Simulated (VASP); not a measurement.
Runs of VASP 6.6.1 on KCl. The structure is that of space group Fm-3m (No. 225), or close to it. The cells are those of the table. 

```tsv
cell	gap on the mesh (eV)	pressure (GPa)
a = 4.478 Å, angles 60.0°, 2 atoms	4.96	-0.7
a = 4.551 Å, angles 60.0°, 2 atoms	4.82	(a)
a = 4.522 Å, angles 60.0°, 2 atoms	4.88	-1.1
a = 4.463 Å, angles 60.0°, 2 atoms	(b)	(c)
a = 4.493 Å, angles 60.0°, 2 atoms	4.93	-0.8
```

Alike in all rows: task electric field gradients; level PBEsol; potentials or basis VASP PAW PBE potentials, release 64 (K_sv, Cl); no spin polarisation; k mesh 7 × 7 × 7; cutoff (eV) 520; smearing fermi-dirac 0.03 eV.

Problem. Estimate the missing entries.

Solution. (a) -1.3; (b) 4.99; (c) -0.5.

Caveats: the PAW data sets were made with another functional, which shifts forces and pressure a little; an odd mesh through Γ misses points on the zone boundary, where band edges can lie.
